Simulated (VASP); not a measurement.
# CoSi in VASP: notebook

CoSi is run at these levels: PBE; tasks: single point, relaxation of cell and atoms.

All numbers are computed with VASP 6.6.1; they aren't measurements. Logs are shortened: lines on timing, memory, paths and dates and some standing lists are left out, and cuts for length are marked.

### 1 The cell of the first run

It takes space group Pmma (No. 51, orthorhombic). The conventional cell has a = 4.032 Å, b = 2.641 Å, c = 4.035 Å, α = 90.00°, β = 90.00°, γ = 90.00°. Within 3.2 Å of Co (site symmetry mm2) lie 8 Si at 2.41 Å and 6 Co at 2.64 to 2.86 Å. Within 3.2 Å of Si (site symmetry mm2) lie 8 Co at 2.41 Å and 6 Si at 2.64 to 2.86 Å.

### 2 Single point, PBE

INCAR reads:

```
  PREC = Accurate
  ENCUT = 520
  EDIFF = 1E-6
  ISMEAR = 0
  SIGMA = 0.1
  LREAL = False
  LASPH = True
  NELM = 100
  ALGO = Normal
  ISIF = 2
  LWAVE = False
  LCHARG = False
  GGA = PE
  NBANDS = 21
```

KPOINTS reads:

```
regular mesh
0
Gamma
  4 6 4
```

POSCAR reads:

```
CoSi
1.0
    4.0320504100      0.0000000000      0.0000000000
    0.0000000000      2.6406692787      0.0000000000
    0.0000000000      0.0000000000      4.0353958067
Co Si
2 2
Direct
    0.7500000000      0.0000000000      0.7488017499
    0.2500000000      0.0000000000      0.2511982501
    0.7500000000      0.5000000000      0.2490527548
    0.2500000000      0.5000000000      0.7509472452
```

Potentials or basis: VASP PAW PBE potentials, release 64 (Co, Si).

Launch:

```sh
cat potpaw_PBE.64/Co/POTCAR potpaw_PBE.64/Si/POTCAR > POTCAR
mpirun -np 1 vasp_std > vasp.out
```

OUTCAR:

```text
PREC = Accurate
   ENCUT = 520
   EDIFF = 1E-6
   ISMEAR = 0
   LREAL = False
   LASPH = True
   NELM = 100
   ISIF = 2
   GGA = PE

 ion  position               nearest neighbor table
   1  0.750  0.000  0.749-   4 2.41   4 2.41   4 2.41   4 2.41   3 2.41   3 2.41   3 2.41   3 2.41
                             2 2.85   2 2.85   2 2.86   2 2.86
   2  0.250  0.000  0.251-   3 2.41   3 2.41   3 2.41   3 2.41   4 2.41   4 2.41   4 2.41   4 2.41
                             1 2.85   1 2.85   1 2.86   1 2.86
   3  0.750  0.500  0.249-   2 2.41   2 2.41   2 2.41   2 2.41   1 2.41   1 2.41   1 2.41   1 2.41
                             4 2.85   4 2.85   4 2.86   4 2.86
   4  0.250  0.500  0.751-   1 2.41   1 2.41   1 2.41   1 2.41   2 2.41   2 2.41   2 2.41   2 2.41
                             3 2.85   3 2.85   3 2.86   3 2.86

  LATTYP: Found a simple orthorhombic cell.
 ALAT       =     2.6406692787
 B/A-ratio  =     1.5269047292
 C/A-ratio  =     1.5281716038

  Lattice vectors:

 A1 = (   0.0000000000,  -2.6406692787,   0.0000000000)
 A2 = (   4.0320504100,   0.0000000000,   0.0000000000)
 A3 = (   0.0000000000,   0.0000000000,   4.0353958067)

Analysis of symmetry for initial positions (statically):
=====================================================================
 Subroutine PRICEL returns:
 Original cell was already a primitive cell.

 Routine SETGRP: Setting up the symmetry group for a
 simple orthorhombic supercell.

 Subroutine GETGRP returns: Found  8 space group operations
 (whereof  4 operations were pure point group operations)
 out of a pool of  8 trial point group operations.

The static configuration has the point symmetry C_2h.
 The point group associated with its full space group is D_2h.

Analysis of symmetry for dynamics (positions and initial velocities):
=====================================================================
 Subroutine PRICEL returns:
 Original cell was already a primitive cell.

 Routine SETGRP: Setting up the symmetry group for a
 simple orthorhombic supercell.

 Subroutine GETGRP returns: Found  8 space group operations
 (whereof  4 operations were pure point group operations)
 out of a pool of  8 trial point group operations.

The dynamic configuration has the point symmetry C_2h.
 The point group associated with its full space group is D_2h.

 Subroutine INISYM returns: Found  8 space group operations
 (whereof  4 operations are pure point group operations),
 and found     1 'primitive' translations

----------------------------------------------------------------------------------------

                                     Primitive cell

  volume of cell :      42.9661

  direct lattice vectors                    reciprocal lattice vectors
     4.032050410  0.000000000  0.000000000     0.248012772  0.000000000  0.000000000
     0.000000000  2.640669279  0.000000000     0.000000000  0.378691875  0.000000000
     0.000000000  0.000000000  4.035395807     0.000000000  0.000000000  0.247807166

  length of vectors
     4.032050410  2.640669279  4.035395807     0.248012772  0.378691875  0.247807166

  position of ions in fractional coordinates (direct lattice)
     0.750000000  0.000000000  0.748801750
     0.250000000  0.000000000  0.251198250
     0.750000000  0.500000000  0.249052755
     0.250000000  0.500000000  0.750947245

  ion indices of the primitive-cell ions
   primitive index   ion index
                 1           1
                 2           2
                 3           3
                 4           4

----------------------------------------------------------------------------------------

 KPOINTS: regular mesh

Automatic generation of k-mesh.
 Grid dimensions read from file:
 generate k-points for:    4    6    4

 Generating k-lattice:

  Cartesian coordinates                     Fractional coordinates (reciprocal lattice)
     0.062003193  0.000000000  0.000000000     0.250000000  0.000000000  0.000000000
     0.000000000  0.063115312  0.000000000     0.000000000  0.166666667  0.000000000
     0.000000000  0.000000000  0.061951792     0.000000000  0.000000000  0.250000000

  Length of vectors
     0.062003193  0.063115312  0.061951792

  Shift w.r.t. Gamma in fractional coordinates (k-lattice)
     0.000000000  0.000000000  0.000000000

 Subroutine IBZKPT returns following result:
 ===========================================

 Found     36 irreducible k-points:

 Following reciprocal coordinates:
            Coordinates               Weight
  0.000000  0.000000  0.000000      1.000000
  0.250000  0.000000  0.000000      2.000000
  0.500000  0.000000  0.000000      1.000000
  0.000000  0.166667  0.000000      2.000000
  0.250000  0.166667  0.000000      4.000000
  0.500000  0.166667  0.000000      2.000000
[... 16 lines left out ...]
  0.250000  0.500000  0.250000      4.000000
  0.500000  0.500000  0.250000      2.000000
 [... further k-points ...]
   k-points           NKPTS =     36   k-points in BZ     NKDIM =     36   number of bands    NBANDS=     21
   number of dos      NEDOS =    301   number of ions     NIONS =      4
   total plane-waves  NPLWV =  18000
   dimension x,y,z NGX =    30 NGY =   20 NGZ =   30
   dimension x,y,z NGXF=    60 NGYF=   40 NGZF=   60
   ions per type =               2   2
   NGX,Y,Z   is equivalent  to a cutoff of  12.37, 12.59, 12.36 a.u.
   NGXF,Y,Z  is equivalent  to a cutoff of  24.74, 25.18, 24.72 a.u.
 SYSTEM =  unknown system
   PREC   = accura    normal or accurate (medium, high low for compatibility)
   ISTART =      0    job   : 0-new  1-cont  2-samecut
   ICHARG =      2    charge: 1-file 2-atom 10-const
   ISPIN  =      1    spin polarized calculation?
   LNONCOLLINEAR =      F non collinear calculations
   LSORBIT =      F    spin-orbit coupling
   LASPH  =      T    aspherical Exc in radial PAW
   ENCUT  =  520.0 eV  38.22 Ry    6.18 a.u.   7.50  4.91  7.50*2*pi/ulx,y,z
   NELM   =    100;   NELMIN=  2; NELMDL= -5     # of ELM steps
   EDIFF  = 0.1E-05   stopping-criterion for ELM
   LREAL  =      F    real-space projection
   EDIFFG = 0.1E-04   stopping-criterion for IOM
   NSW    =      0    number of steps for IOM
   IBRION =     -1    ionic relax: 0-MD 1-quasi-New 2-CG
   NFREE  =      0    steps in history (QN), initial steepest desc. (CG)
   ISIF   =      2    stress and relaxation
   ISYM   =      2    0-nonsym 1-usesym 2-fastsym
   POTIM  = 0.5000    time-step for ionic-motion
   TEBEG  =    0.0;   TEEND  =   0.0 temperature during run
   PSTRESS=    0.0 pullay stress
   NELECT =      26.0000    total number of electrons
   NUPDOWN=      -1.0000    fix difference up-down
   EMIN   =  10.00;   EMAX   =-10.00  energy-range for DOS
   EFERMI =   0.00;   METHOD = LEGACY
   ISMEAR =     0;   SIGMA  =   0.10  broadening in eV -4-tet -1-fermi 0-gaus
   EFERMI_NEDOS =   21; number of points for ismear=-14 and -15
   IALGO  =     38    algorithm
   IMIX   =      4    mixing-type and parameters
     AMIX     =   0.40;   BMIX     =  1.00
     AMIX_MAG =   1.60;   BMIX_MAG =  1.00
  volume/ion in A,a.u.               =      10.74        72.49
  Fermi-wavevector in a.u.,A,eV,Ry     =   1.384705  2.616713 26.087917  1.917408
  Thomas-Fermi vector in A             =   2.509184
   LORBIT       =      0    0 simple, 1 ext, 2 COOP (PROOUT), +10 PAW based schemes
   GGA     = PE    functional components
   LHFCALC =     F    Hartree Fock is set to
   AEXX    =    0.0000 exact exchange contribution
   IVDW    =     0    specifies the selected vdW correction
   LEPSILON=     F    determine dielectric tensor
   LRPA    =     F    only Hartree local field effects (RPA)
 non-spin polarized calculation
 Gauss-broadening in eV      SIGMA  =   0.10
  energy-cutoff  :      520.00
  volume of cell :       42.97
 maximum number of plane-waves:      1182
 NGX is ok and might be reduce to    30

 number of electron      25.9999998 magnetization

 Free energy of the ion-electron system (eV)
  ---------------------------------------------------
  ext. energy  EPLUGINS =         0.00000000
  ---------------------------------------------------
  free energy    TOTEN  =       -26.53216949 eV

  energy without entropy =      -26.51280678  energy(sigma->0) =      -26.52248814

 E-fermi :  12.7256     XC(G=0): -12.9476

 val. band max:       12.6922163542   @ k =   0.0000   0.3333   0.0000
 cond. band min:      12.7394281970   @ k =   0.2500   0.5000   0.2500
 fundamental gap:      0.0472118428
 Fermi energy:        12.7256269553

 k-point     1 :       0.0000    0.0000    0.0000
  band No.  band energies     occupation
      1      -1.4186      2.00000
      2       3.9925      2.00000
      3       7.3000      2.00000
      4       7.3105      2.00000
      5       8.7419      2.00000
      6       9.0469      2.00000
[... 13 lines left out ...]
     20      20.3077      0.00000
     21      22.2550      0.00000

 k-point     2 :       0.2500    0.0000    0.0000
  band No.  band energies     occupation
      1      -0.8549      2.00000
      2       2.9092      2.00000
      3       6.9181      2.00000
      4       7.5317      2.00000
      5       8.7706      2.00000
      6       8.9917      2.00000
[... 13 lines left out ...]
     20      22.0074      0.00000
     21      22.3328      0.00000

 k-point     3 :       0.5000    0.0000    0.0000
  band No.  band energies     occupation
      1       0.7427      2.00000
      2       0.7427      2.00000
      3       8.0128      2.00000
      4       8.0128      2.00000
      5       8.1277      2.00000
      6       8.1277      2.00000
[... 13 lines left out ...]
     20      20.4433      0.00000
     21      23.3775      0.00000
[... 457 lines left out ...]
 k-point    23 :       0.2500    0.5000    0.2500
  band No.  band energies     occupation
      1       3.7993      2.00000
      2       5.2599      2.00000
      3       5.6453      2.00000
      4       7.1255      2.00000
      5       7.4502      2.00000
      6       9.2284      2.00000
[... 13 lines left out ...]
     20      19.9429      0.00000
     21      20.6135      0.00000

 k-point    24 :       0.5000    0.5000    0.2500
  band No.  band energies     occupation
      1       4.6397      2.00000
      2       4.6397      2.00000
      3       6.5815      2.00000
      4       6.5815      2.00000
      5       8.2260      2.00000
      6       8.2260      2.00000
[... 13 lines left out ...]
     20      18.9872      0.00000
     21      22.4102      0.00000

 [... further k-points ...]
[... 5 lines left out ...]
  --------------------------------------------------------------------------------------
  -------------------------------------------------------------------------------------
  Total        0.0063140     -0.0226859     -0.0207195      0.0000000      0.0000000     -0.0000000
  in kB        0.2354466     -0.8459416     -0.7726144      0.0000000      0.0000000     -0.0000000
  external PRESSURE =      -0.4610364 kB  Pullay stress =       0.0000000 kB

 VOLUME and BASIS-vectors are now :
 -----------------------------------------------------------------------------
  energy-cutoff  :      520.00
  volume of cell :       42.97
      direct lattice vectors                 reciprocal lattice vectors
     4.032050410  0.000000000  0.000000000     0.248012772  0.000000000  0.000000000
     0.000000000  2.640669279  0.000000000     0.000000000  0.378691875  0.000000000
     0.000000000  0.000000000  4.035395807     0.000000000  0.000000000  0.247807166

 POSITION                                       TOTAL-FORCE (eV/Angst)
 -----------------------------------------------------------------------------------
      3.02404      0.00000      3.02171        -0.000000     -0.000000      0.002012
      1.00801      0.00000      1.01368         0.000000     -0.000000     -0.002012
      3.02404      1.32033      1.00503        -0.000000     -0.000000     -0.000183
      1.00801      1.32033      3.03037        -0.000000      0.000000      0.000183
 -----------------------------------------------------------------------------------
    total drift:                                0.000000      0.000000     -0.000000

  FREE ENERGIE OF THE ION-ELECTRON SYSTEM (eV)
  ---------------------------------------------------
  free  energy   TOTEN  =       -26.5321694897 eV

  energy  without entropy=      -26.5128067841  energy(sigma->0) =      -26.52248814
```

It took 23 s on 1 thread of Intel Xeon Platinum 8375C at 2.90GHz (Ice Lake), shared host; peak memory 0.16 GiB.

Results:

```yaml
Free_energy: -26.5322 eV
Pressure: 0.0 GPa
Band_gap_on_the_k_mesh: zero (bands 13 and 14 overlap by 1.40 eV)
```

Forces on the atoms (eV/Å):
```
Co   0.000  0.000  0.002
Co   0.000  0.000 -0.002
Si   0.000  0.000  0.000
Si   0.000  0.000  0.000
```

Caveat: the k points lie up to 0.40 Å⁻¹ apart, too coarse for converged energies and pressures of a metal; the run has no spin polarisation, though such a crystal can be magnetic. Spin polarisation is off, so any magnetic state and its effect on volume and gap are missing.

### 3 Single point, PBE

This run uses another cell than the first one: it holds 2 atoms, not 4.

INCAR reads:

```
SYSTEM = CoSi
PREC = Accurate ; ENCUT = 520
EDIFF = 1E-6 ; ISMEAR = 0
SIGMA = 0.1 ; LREAL = .False.
LASPH = .True. ; NELM = 100
ALGO = Normal ; ISIF = 2
LWAVE = .False. ; LCHARG = .False.
GGA = PE ; NBANDS = 14
```

KPOINTS reads:

```
regular mesh
0
Gamma
  20 20 20
  0 0 0
```

POSCAR reads:

```
CoSi
1.0
    2.8385438573      0.0000000000      0.0000000000
    0.0000000000      2.8385438573      0.0000000000
    0.0000000000      0.0000000000      2.6634810592
Co Si
1 1
Direct
    0.5000000000      0.5000000000      0.0000000000
    0.0000000000      0.0000000000      0.5000000000
```

Potentials or basis: VASP PAW PBE potentials, release 64 (Co, Si).

Launch:

```sh
cat potpaw_PBE.64/Co/POTCAR potpaw_PBE.64/Si/POTCAR > POTCAR
mpirun -np 1 vasp_std > vasp.out
```

Run time: 94 s. Hardware: 1 thread of Intel Xeon Platinum 8375C at 2.90GHz (Ice Lake), shared host; peak memory 0.33 GiB.

It converged, with:

* Free energy: -13.2695 eV
* Pressure: -0.1 GPa
* Band gap on the k mesh: zero (an odd number of electrons rules out a gap without spin polarisation)

Stress tensor (GPa, compression positive):
```
-0.16  0.00  0.00
 0.00 -0.16  0.00
 0.00  0.00  0.10
```

Levels at points of the mesh, in eV from the Fermi level:
| k point | band 5 | band 6 | band 7 | band 8 | band 9 | band 10 |
| --- | --- | --- | --- | --- | --- | --- |
| (0.00, 0.00, 0.00) | -1.16 | -1.16 | 2.35 | 2.35 | 4.65 | 7.50 |
| (0.50, 0.00, 0.00) | -2.14 | -1.03 | -0.34 | 6.58 | 7.57 | 8.81 |
| (0.50, 0.50, 0.00) | -1.80 | -1.80 | -0.54 | 1.50 | 1.58 | 9.24 |
| (0.00, 0.00, 0.50) | -2.72 | -1.14 | 0.13 | 6.82 | 8.05 | 8.05 |
| (0.50, 0.00, 0.50) | -2.26 | -2.09 | -0.45 | 1.69 | 2.32 | 7.72 |
| (0.50, 0.50, 0.50) | -0.47 | -0.38 | 1.35 | 1.35 | 1.57 | 3.22 |

Caveat: the run has no spin polarisation, though such a crystal can be magnetic. Spin polarisation is off, so any magnetic state and its effect on volume and gap are missing.

(Part 1 of 2 ends here.)
